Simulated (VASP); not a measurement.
Set up this calculation in VASP 6.6.1, as the native input.

| Item | Value |
| --- | --- |
| Task | single point |
| Functional | PBE |
| Potentials or basis | VASP PAW PBE potentials, release 64 (Sr_sv) |
| Cutoff | 520 eV |
| k mesh | 6 × 6 × 6 |
| Occupations | fermi-dirac, width 0.05 eV |
| Spin | no spin polarisation |
| Dipole correction | no |
| Further INCAR settings | ALGO = Normal; EDIFF = 1e-07; NBANDS = 11 |

The structure of Sr lies in POSCAR:

```
Sr
1.0
    0.0000000000      3.0423500000      3.0423500000
    3.0423500000      0.0000000000      3.0423500000
    3.0423500000      3.0423500000      0.0000000000
Sr
1
Direct
    0.0000000000      0.0000000000      0.0000000000
```

One way to write it, as run:

INCAR

```
SYSTEM = Sr
ALGO = Normal
EDIFF = 1E-7
ENCUT = 520
GGA = PE
ISIF = 2
ISMEAR = -1
LASPH = .TRUE.
LCHARG = .TRUE.
LELF = .TRUE.
LREAL = .FALSE.
LVHAR = .TRUE.
LWAVE = .FALSE.
NBANDS = 11
NELM = 100
PREC = Accurate
SIGMA = 0.05
```

KPOINTS

```
k-points
0
G
  6 6 6
  0 0 0
```

Potentials or basis: VASP PAW PBE potentials, release 64 (Sr_sv).

Launch:

```console
$ cat potpaw_PBE.64/Sr_sv/POTCAR > POTCAR
$ mpirun -np 1 vasp_std > vasp.out
```

It gave:

```yaml
Pressure: -0.3 GPa
Band_gap_on_the_k_mesh: 0.04 eV, direct
```

It took 4.9 s on 1 thread of Intel(R) Xeon(R) 6975P-C (Granite Rapids) (shared host), peak memory 0.16 GiB.
